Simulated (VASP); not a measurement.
# Ti (P6_3/mmc) in VASP: notebook

Ti is run at these levels: r2SCAN; tasks: single point.

All numbers are computed with VASP 6.6.1; they aren't measurements. Logs are shortened: lines on timing, memory, paths and dates and some standing lists are left out, and cuts for length are marked.

## (1) The cell of the first run

Symmetry: P6_3/mmc, No. 194, hexagonal system. The conventional cell has a = 3.178 Å, b = 3.178 Å, c = 4.038 Å, α = 90.00°, β = 90.00°, γ = 120.00°. Within 3.6 Å of Ti (site symmetry -6m2) lie 12 Ti at 2.73 to 3.18 Å.

## (2) Single point, r2SCAN

The input, POSCAR:

```
Ti
1.0
    3.1777888630      0.0000000000      0.0000000000
   -1.5888944315      2.7520458832      0.0000000000
    0.0000000000      0.0000000000      4.0382723830
Ti
2
Direct
    0.3333333333      0.6666666667      0.2500000000
    0.6666666667      0.3333333333      0.7500000000
```

The input, INCAR.step1:

```
SYSTEM = Ti
ALGO = Normal
EDIFF = 1E-4
ENCUT = 520
GGA = PE
ISMEAR = 0
LASPH = .TRUE.
LCHARG = .FALSE.
LREAL = .FALSE.
LWAVE = .TRUE.
NBANDS = 19
NELM = 80
PREC = Accurate
SIGMA = 0.15
```

The input, INCAR.step2:

```
SYSTEM = Ti
ALGO = Normal
EDIFF = 1E-6
ENCUT = 520
ISIF = 2
ISMEAR = 0
ISTART = 1
LASPH = .TRUE.
LCHARG = .FALSE.
LMIXTAU = .TRUE.
LREAL = .FALSE.
LWAVE = .FALSE.
METAGGA = R2SCAN
NBANDS = 19
NELM = 80
PREC = Accurate
SIGMA = 0.15
```

The input, KPOINTS:

```
k-points
0
G
  24 24 12
  0 0 0
```

Potentials or basis: VASP PAW PBE potentials, release 64 (Ti_sv).

Started as:

```bash
cat potpaw_PBE.64/Ti_sv/POTCAR > POTCAR
cp INCAR.step1 INCAR
mpirun -np 1 vasp_std > vasp.out
cp INCAR.step2 INCAR
mpirun -np 1 vasp_std > vasp.out
```

OUTCAR:

```text
SYSTEM = Ti
   EDIFF = 1E-6
   ENCUT = 520
   ISIF = 2
   ISMEAR = 0
   ISTART = 1
   LASPH = .TRUE.
   LREAL = .FALSE.
   METAGGA = R2SCAN
   NELM = 80
   PREC = Accurate

 ion  position               nearest neighbor table
   1  0.333  0.667  0.250-   2 2.73   2 2.73   2 2.73   2 2.73   2 2.73   2 2.73
   2  0.667  0.333  0.750-   1 2.73   1 2.73   1 2.73   1 2.73   1 2.73   1 2.73

  LATTYP: Found a hexagonal cell.
 ALAT       =     3.1777888630
 C/A-ratio  =     1.2707805827

  Lattice vectors:

 A1 = (   3.1777888630,   0.0000000000,   0.0000000000)
 A2 = (  -1.5888944315,   2.7520458832,   0.0000000000)
 A3 = (   0.0000000000,   0.0000000000,   4.0382723830)

Analysis of symmetry for initial positions (statically):
=====================================================================
 Subroutine PRICEL returns:
 Original cell was already a primitive cell.

 Routine SETGRP: Setting up the symmetry group for a
 hexagonal supercell.

 Subroutine GETGRP returns: Found 24 space group operations
 (whereof 12 operations were pure point group operations)
 out of a pool of 24 trial point group operations.

The static configuration has the point symmetry D_3d.
 The point group associated with its full space group is D_6h.

Analysis of symmetry for dynamics (positions and initial velocities):
=====================================================================
 Subroutine PRICEL returns:
 Original cell was already a primitive cell.

 Routine SETGRP: Setting up the symmetry group for a
 hexagonal supercell.

 Subroutine GETGRP returns: Found 24 space group operations
 (whereof 12 operations were pure point group operations)
 out of a pool of 24 trial point group operations.

The dynamic configuration has the point symmetry D_3d.
 The point group associated with its full space group is D_6h.

 Subroutine INISYM returns: Found 24 space group operations
 (whereof 12 operations are pure point group operations),
 and found     1 'primitive' translations

----------------------------------------------------------------------------------------

                                     Primitive cell

  volume of cell :      35.3164

  direct lattice vectors                    reciprocal lattice vectors
     3.177788863  0.000000000  0.000000000     0.314684217  0.181683017  0.000000000
    -1.588894431  2.752045883  0.000000000     0.000000000  0.363366035  0.000000000
     0.000000000  0.000000000  4.038272383     0.000000000  0.000000000  0.247630646

  length of vectors
     3.177788863  3.177788863  4.038272383     0.363366035  0.363366035  0.247630646

  position of ions in fractional coordinates (direct lattice)
     0.333333333  0.666666667  0.250000000
     0.666666667  0.333333333  0.750000000

  ion indices of the primitive-cell ions
   primitive index   ion index
                 1           1
                 2           2

----------------------------------------------------------------------------------------

 KPOINTS: k-points

Automatic generation of k-mesh.
 Grid dimensions read from file:
 generate k-points for:   24   24   12

 Generating k-lattice:

  Cartesian coordinates                     Fractional coordinates (reciprocal lattice)
     0.013111842  0.007570126  0.000000000     0.041666667  0.000000000  0.000000000
     0.000000000  0.015140251  0.000000000     0.000000000  0.041666667  0.000000000
     0.000000000  0.000000000  0.020635887     0.000000000  0.000000000  0.083333333

  Length of vectors
     0.015140251  0.015140251  0.020635887

  Shift w.r.t. Gamma in fractional coordinates (k-lattice)
     0.000000000  0.000000000  0.000000000

 Subroutine IBZKPT returns following result:
 ===========================================

 Found    427 irreducible k-points:

 Following reciprocal coordinates:
            Coordinates               Weight
  0.000000  0.000000  0.000000      1.000000
  0.041667  0.000000  0.000000      6.000000
  0.083333 -0.000000  0.000000      6.000000
  0.125000  0.000000  0.000000      6.000000
  0.166667  0.000000  0.000000      6.000000
  0.208333 -0.000000  0.000000      6.000000
[... 16 lines left out ...]
  0.416667  0.041667  0.000000     12.000000
  0.458333  0.041667  0.000000     12.000000
 [... further k-points ...]
   k-points           NKPTS =    427   k-points in BZ     NKDIM =    427   number of bands    NBANDS=     19
   number of dos      NEDOS =    301   number of ions     NIONS =      2
   total plane-waves  NPLWV =  17280
   dimension x,y,z NGX =    24 NGY =   24 NGZ =   30
   dimension x,y,z NGXF=    48 NGYF=   48 NGZF=   60
   ions per type =               2
   NGX,Y,Z   is equivalent  to a cutoff of  12.56, 12.56, 12.35 a.u.
   NGXF,Y,Z  is equivalent  to a cutoff of  25.11, 25.11, 24.70 a.u.
 SYSTEM =  Ti
   PREC   = accura    normal or accurate (medium, high low for compatibility)
   ISTART =      1    job   : 0-new  1-cont  2-samecut
   ICHARG =      0    charge: 1-file 2-atom 10-const
   ISPIN  =      1    spin polarized calculation?
   LNONCOLLINEAR =      F non collinear calculations
   LSORBIT =      F    spin-orbit coupling
   LASPH  =      T    aspherical Exc in radial PAW
   ENCUT  =  520.0 eV  38.22 Ry    6.18 a.u.   5.91  5.91  7.51*2*pi/ulx,y,z
   NELM   =     80;   NELMIN=  2; NELMDL=  0     # of ELM steps
   EDIFF  = 0.1E-05   stopping-criterion for ELM
   LREAL  =      F    real-space projection
   EDIFFG = 0.1E-04   stopping-criterion for IOM
   NSW    =      0    number of steps for IOM
   IBRION =     -1    ionic relax: 0-MD 1-quasi-New 2-CG
   NFREE  =      0    steps in history (QN), initial steepest desc. (CG)
   ISIF   =      2    stress and relaxation
   ISYM   =      2    0-nonsym 1-usesym 2-fastsym
   POTIM  = 0.5000    time-step for ionic-motion
   TEBEG  =    0.0;   TEEND  =   0.0 temperature during run
   PSTRESS=    0.0 pullay stress
   NELECT =      24.0000    total number of electrons
   NUPDOWN=      -1.0000    fix difference up-down
   EMIN   =  10.00;   EMAX   =-10.00  energy-range for DOS
   EFERMI =   0.00;   METHOD = LEGACY
   ISMEAR =     0;   SIGMA  =   0.15  broadening in eV -4-tet -1-fermi 0-gaus
   EFERMI_NEDOS =   21; number of points for ismear=-14 and -15
   IALGO  =     38    algorithm
   IMIX   =      4    mixing-type and parameters
     AMIX     =   0.40;   BMIX     =  1.00
     AMIX_MAG =   1.60;   BMIX_MAG =  1.00
  volume/ion in A,a.u.               =      17.66       119.16
  Fermi-wavevector in a.u.,A,eV,Ry     =   1.439306  2.719894 28.185854  2.071602
  Thomas-Fermi vector in A             =   2.558176
   LORBIT       =      0    0 simple, 1 ext, 2 COOP (PROOUT), +10 PAW based schemes
   METAGGA = R2SCAN    functional components
   LHFCALC =     F    Hartree Fock is set to
   AEXX    =    0.0000 exact exchange contribution
   IVDW    =     0    specifies the selected vdW correction
   LEPSILON=     F    determine dielectric tensor
   LRPA    =     F    only Hartree local field effects (RPA)
 non-spin polarized calculation
 Gauss-broadening in eV      SIGMA  =   0.15
  energy-cutoff  :      520.00
  volume of cell :       35.32
 maximum number of plane-waves:       964
 NGX is ok and might be reduce to    24

 number of electron      24.0000005 magnetization

 Free energy of the ion-electron system (eV)
  ---------------------------------------------------
  ext. energy  EPLUGINS =         0.00000000
  ---------------------------------------------------
  free energy    TOTEN  =       -25.57403728 eV

  energy without entropy =      -25.55134222  energy(sigma->0) =      -25.56268975

 E-fermi :   8.1123     XC(G=0): -12.2850

 val. band max:        8.1118028177   @ k =   0.1250   0.0000   0.0833
 cond. band min:       8.1141243428   @ k =   0.3750   0.0833   0.0833
 fundamental gap:      0.0023215251
 Fermi energy:         8.1123339587

 k-point     1 :       0.0000    0.0000    0.0000
  band No.  band energies     occupation
      1     -51.1111      2.00000
      2     -50.8534      2.00000
      3     -26.7578      2.00000
      4     -26.1643      2.00000
      5     -26.1643      2.00000
      6     -25.9073      2.00000
[... 11 lines left out ...]
     18      11.4127      0.00000
     19      11.4872      0.00000

 k-point     2 :       0.0417    0.0000    0.0000
  band No.  band energies     occupation
      1     -51.1097      2.00000
      2     -50.8539      2.00000
      3     -26.7539      2.00000
      4     -26.1678      2.00000
      5     -26.1667      2.00000
      6     -25.9118      2.00000
[... 11 lines left out ...]
     18      10.8871      0.00000
     19      11.5096      0.00000

 k-point     3 :       0.0833   -0.0000    0.0000
  band No.  band energies     occupation
      1     -51.1053      2.00000
      2     -50.8554      2.00000
      3     -26.7422      2.00000
      4     -26.1783      2.00000
      5     -26.1736      2.00000
      6     -25.9251      2.00000
[... 11 lines left out ...]
     18      10.6040      0.00000
     19      11.5725      0.00000

 k-point     4 :       0.1250    0.0000    0.0000
  band No.  band energies     occupation
      1     -51.0983      2.00000
      2     -50.8579      2.00000
      3     -26.7231      2.00000
      4     -26.1951      2.00000
      5     -26.1844      2.00000
      6     -25.9460      2.00000
[... 11 lines left out ...]
     18      10.7505      0.00000
     19      11.6652      0.00000

 k-point     5 :       0.1667    0.0000    0.0000
  band No.  band energies     occupation
      1     -51.0887      2.00000
      2     -50.8615      2.00000
      3     -26.6971      2.00000
      4     -26.2173      2.00000
      5     -26.1980      2.00000
      6     -25.9727      2.00000
[... 11 lines left out ...]
     18      10.9045      0.00000
     19      11.7750      0.00000
[... 334 lines left out ...]
      2     -50.8912      2.00000
      3     -26.5196      2.00000
      4     -26.3438      2.00000
      5     -26.2656      2.00000
      6     -26.1057      2.00000
[... 11 lines left out ...]
     18      11.5350      0.00000
     19      12.2370      0.00000

 k-point    22 :       0.3750    0.0417    0.0000
  band No.  band energies     occupation
      1     -51.0136      2.00000
      2     -50.8994      2.00000
      3     -26.4785      2.00000
      4     -26.3660      2.00000
      5     -26.2748      2.00000
      6     -26.1266      2.00000
[... 11 lines left out ...]
     18      11.7118      0.00000
     19      12.2975      0.00000

 k-point    23 :       0.4167    0.0417    0.0000
  band No.  band energies     occupation
      1     -51.0026      2.00000
      2     -50.9066      2.00000
      3     -26.4440      2.00000
      4     -26.3819      2.00000
      5     -26.2811      2.00000
      6     -26.1413      2.00000
[... 11 lines left out ...]
     18      11.9459      0.00000
     19      12.3384      0.00000

 k-point    24 :       0.4583    0.0417    0.0000
  band No.  band energies     occupation
      1     -50.9962      2.00000
      2     -50.9112      2.00000
      3     -26.4235      2.00000
      4     -26.3902      2.00000
      5     -26.2843      2.00000
      6     -26.1489      2.00000
[... 11 lines left out ...]
     18      12.1904      0.00000
     19      12.3591      0.00000

 [... further k-points ...]
[... 5 lines left out ...]
  --------------------------------------------------------------------------------------
  -------------------------------------------------------------------------------------
  Total       -1.5126717     -1.5126717      2.3275017      0.0000000      0.0000000      0.0000000
  in kB      -68.6244593    -68.6244593    105.5903598      0.0000000      0.0000000      0.0000000
  external PRESSURE =     -10.5528530 kB  Pullay stress =       0.0000000 kB

 VOLUME and BASIS-vectors are now :
 -----------------------------------------------------------------------------
  energy-cutoff  :      520.00
  volume of cell :       35.32
      direct lattice vectors                 reciprocal lattice vectors
     3.177788863  0.000000000  0.000000000     0.314684217  0.181683017  0.000000000
    -1.588894431  2.752045883  0.000000000     0.000000000  0.363366035  0.000000000
     0.000000000  0.000000000  4.038272383     0.000000000  0.000000000  0.247630646

 POSITION                                       TOTAL-FORCE (eV/Angst)
 -----------------------------------------------------------------------------------
     -0.00000      1.83470      1.00957         0.000000     -0.000000      0.000000
      1.58889      0.91735      3.02870        -0.000000      0.000000      0.000000
 -----------------------------------------------------------------------------------
    total drift:                                0.000000     -0.000000      0.000000

  FREE ENERGIE OF THE ION-ELECTRON SYSTEM (eV)
  ---------------------------------------------------
  free  energy   TOTEN  =       -25.5740372781 eV

  energy  without entropy=      -25.5513422210  energy(sigma->0) =      -25.56268975
```

Run time: 9.2 min. Hardware: 1 thread of Intel Xeon Platinum 8375C at 2.90GHz (Ice Lake), shared host; peak memory 0.33 GiB.

What came out:

```
Free energy            : -25.5740 eV
Pressure               : -1.1 GPa
Band gap on the k mesh : zero (bands 12 and 13 overlap by 0.93 eV)
```

Caveat: the stress differs along the axes, from -7 to 11 GPa; the PAW data sets were made with another functional, which shifts forces and pressure a little.

## (3) Single point, r2SCAN

This run uses another cell than the first one, of the same volume but with other edges.

The input, POSCAR:

```
Ti
1.0
    2.7029660044      0.0000000000      0.0000000000
   -1.3514830022      2.3408372254      0.0000000000
    0.0000000000      0.0000000000      5.5816746605
Ti
2
Direct
    0.3333333333      0.6666666667      0.2500000000
    0.6666666667      0.3333333333      0.7500000000
```

The input, INCAR.step1:

```
SYSTEM = Ti
ALGO     = Normal         ! electronic algorithm
EDIFF    = 1E-4           ! SCF threshold, eV
ENCUT    = 520            ! plane-wave cutoff, eV
GGA      = PE             ! functional
ISMEAR   = 0              ! smearing method
LASPH    = .TRUE.         ! aspherical terms in the spheres
LCHARG   = .FALSE.        ! write CHGCAR
LREAL    = .FALSE.        ! projectors in reciprocal space
LWAVE    = .TRUE.         ! write WAVECAR
NBANDS   = 19             ! bands
NELM     = 60             ! most SCF steps
PREC     = Accurate       ! precision mode
SIGMA    = 0.15           ! smearing width, eV
```

The input, INCAR.step2:

```
SYSTEM = Ti
ALGO     = Normal         ! electronic algorithm
EDIFF    = 1E-6           ! SCF threshold, eV
ENCUT    = 520            ! plane-wave cutoff, eV
ISIF     = 2              ! what is computed and relaxed
ISMEAR   = 0              ! smearing method
ISTART   = 1            
LASPH    = .TRUE.         ! aspherical terms in the spheres
LCHARG   = .FALSE.        ! write CHGCAR
LMIXTAU  = .TRUE.       
LREAL    = .FALSE.        ! projectors in reciprocal space
LWAVE    = .FALSE.        ! write WAVECAR
METAGGA  = R2SCAN         ! meta-GGA
NBANDS   = 19             ! bands
NELM     = 60             ! most SCF steps
PREC     = Accurate       ! precision mode
SIGMA    = 0.15           ! smearing width, eV
```

KPOINTS is that of step 2.

Potentials or basis: VASP PAW PBE potentials, release 64 (Ti_sv).

Started as:

```bash
cat potpaw_PBE.64/Ti_sv/POTCAR > POTCAR
cp INCAR.step1 INCAR
mpirun -np 1 vasp_std > vasp.out
cp INCAR.step2 INCAR
mpirun -np 1 vasp_std > vasp.out
```

It took 12 min on 1 thread of Intel Xeon Platinum 8375C at 2.90GHz (Ice Lake), shared host; peak memory 0.33 GiB.

Results (log left out):

```
Free energy            : -25.3727 eV
Pressure               : -1.2 GPa
Band gap on the k mesh : zero (bands 12 and 13 overlap by 0.22 eV)
```

Stress tensor (GPa, compression positive):
```
  6.24   0.00   0.00
  0.00   6.24   0.00
  0.00   0.00 -16.16
```

Levels at points of the mesh, in eV from the Fermi level:
```tsv
k point	band 10	band 11	band 12	band 13	band 14	band 15
(0.00, 0.00, 0.00)	-3.13	-1.35	-0.52	1.25	1.25	1.41
(0.50, 0.00, 0.00)	-2.24	-1.89	-0.08	0.51	0.80	2.16
(0.00, 0.00, 0.50)	-5.03	-0.91	-0.91	1.30	1.30	1.30
(0.50, 0.00, 0.50)	-2.49	-1.21	-1.21	1.90	1.90	2.81
```

Caveat: the stress differs along the axes, from -16 to 6 GPa; the PAW data sets were made with another functional, which shifts forces and pressure a little.
